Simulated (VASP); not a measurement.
A run of VASP 6.6.1 is set up as follows.

INCAR

```
SYSTEM = Sb
PREC = Accurate
ENCUT = 520
EDIFF = 1E-6
ISMEAR = -1
SIGMA = 0.15
LREAL = .FALSE.
LASPH = .TRUE.
NELM = 100
ALGO = Normal
ISIF = 2
LWAVE = .FALSE.
LCHARG = .FALSE.
GGA = PS
NBANDS = 8
```

The input KPOINTS:

```
Automatic mesh
0
G
  14 14 14
  0 0 0
```

POSCAR

```
Sb
1.0
    3.0629207762      0.0000000000      0.0000000000
    0.0000000000      3.0629207762      0.0000000000
    0.0000000000      0.0000000000      3.0629207762
Sb
1
Direct
    0.0000000000      0.0000000000      0.0000000000
```

Potentials or basis: VASP PAW PBE potentials, release 64 (Sb).

The run is started by

```console
$ cat potpaw_PBE.64/Sb/POTCAR > POTCAR
$ mpirun -np 1 vasp_std > vasp.out
```

(1) Estimate the pressure.

## Answers

(1) 0.1 GPa.

Caveat: the PAW data sets were made with another functional, which shifts forces and pressure a little.
